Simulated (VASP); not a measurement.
Set up this calculation in VASP 6.6.1, as the native input.

* Task: single point
* Functional: PBEsol
* Potentials or basis: VASP PAW PBE potentials, release 64 (Hg, F)
* Cutoff: 520 eV
* k mesh: 7 × 7 × 7
* Occupations: fermi-dirac, width 0.05 eV
* Spin: no spin polarisation
* Dipole correction: no
* Further INCAR settings: ALGO = Normal; EDIFF = 1e-06; NBANDS = 24

The structure of HgF3 lies in POSCAR:

```
HgF3
1.0
    3.4044176318      0.0000000000      0.0000000000
    0.0000000000      3.4044176318      0.0000000000
    0.0000000000      0.0000000000      3.4044176318
Hg F
1 3
Direct
    0.0000000000      0.0000000000      0.0000000000
    0.0000000000      0.5000000000      0.5000000000
    0.5000000000      0.0000000000      0.5000000000
    0.5000000000      0.5000000000      0.0000000000
```

These files were run (other wordings do the same):

INCAR

```
ALGO = Normal
EDIFF = 1E-6
ENCUT = 520
GGA = PS
ISIF = 2
ISMEAR = -1
LASPH = T
LCHARG = F
LREAL = F
LWAVE = F
NBANDS = 24
NELM = 80
PREC = Accurate
SIGMA = 0.05
```

KPOINTS

```
k-points
0
Gamma
  7 7 7
```

Potentials or basis: VASP PAW PBE potentials, release 64 (Hg, F).

Launch:

```console
$ cat potpaw_PBE.64/Hg/POTCAR potpaw_PBE.64/F/POTCAR > POTCAR
$ mpirun -np 1 vasp_std > vasp.out
```

Results of the run:

```
Pressure : 21.1 GPa
```

Caveat: the PAW data sets were made with another functional, which shifts forces and pressure a little; an odd number of electrons without spin polarisation forces a metal; a magnetic or distorted state may lie lower.

Wall time 20 s on 1 thread of Intel(R) Xeon(R) Platinum 8259CL CPU @ 2.50GHz (Skylake/Cascade Lake), on a shared host, peak memory 0.16 GiB.
